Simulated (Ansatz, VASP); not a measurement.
## InSb: VASP beside Ansatz

```xyz
2
Lattice="0.0000 3.2391 3.2067 3.2391 0.0000 3.2067 3.2391 3.2391 0.0000" Properties=species:S:1:pos:R:3 pbc="T T T"
In    0.0000    0.0000    0.0000
Sb    4.8586    4.8586    4.8101
```

Change from the starting cell: z stretched by -1 %, ions relaxed.

Alike in both runs: functional PBE; k mesh 12 × 12 × 12; occupations fermi-dirac, width 0.05 eV; no spin polarisation.

Ansatz relaxed the structure, and its values are those at the end. VASP's run is a single point on that final structure, the one shown.

|  | VASP | Ansatz |
| --- | --- | --- |
| version | VASP 6.6.1 | Ansatz 0.2.0 |
| potentials or method | VASP PAW PBE potentials, release 64 (In_d, Sb) | plane-wave PAW, scalar-relativistic |
| plane-wave cutoff (eV) | 520 | 420 |
| valence electrons in the cell | 18 | 28 |

|  | VASP | Ansatz | Ansatz less VASP |
| --- | --- | --- | --- |
| pressure (GPa) | 3.6 | 3.7 | +0.03 |

The functional is the same, so the differences come from potentials, cutoffs and numerics. VASP's potentials hold 18 valence electrons a cell and Ansatz's 28, so a difference there can come from the potentials and not from the codes. Ansatz's warnings: stress scf threshold loose.

Spin-orbit coupling is off throughout.
